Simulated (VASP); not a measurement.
MgO, 2 atoms in the cell. It takes space group Pm-3m (No. 221, cubic). The conventional cell has a = 2.660 Å, b = 2.660 Å, c = 2.660 Å, α = 90.00°, β = 90.00°, γ = 90.00°. Mg (site symmetry m-3m) has 8 O at 2.30 Å and 6 Mg at 2.66 Å within 3.0 Å. O (site symmetry m-3m) has 8 Mg at 2.30 Å and 6 O at 2.66 Å within 3.0 Å. 

* Program: VASP 6.6.1
* Task: relaxation of cell and atoms
* Functional: PBEsol
* Potentials or basis: VASP PAW PBE potentials, release 64 (Mg, O)
* Cutoff: 600 eV
* k mesh: 8 × 8 × 8
* Occupations: fermi-dirac, width 0.02 eV
* Spin: no spin polarisation
* Dipole correction: no
* Further INCAR settings: ALGO = Normal; EDIFF = 1e-06; IBRION = 2; EDIFFG = -0.005; NSW = 80; ISIF = 3

Potentials or basis: VASP PAW PBE potentials, release 64 (Mg, O).

Command:

```sh
$ cat potpaw_PBE.64/Mg/POTCAR potpaw_PBE.64/O/POTCAR > POTCAR
$ mpirun -np 1 vasp_std > vasp.out
```

Hardware: 1 thread of Intel Xeon 8259CL (shared host).

How long does it take, and how much memory?

Run time: 18 s on 1 thread of Intel Xeon 8259CL (shared host), peak memory 0.15 GiB. Counts: scf iterations 23, k points 35, ion steps 3.
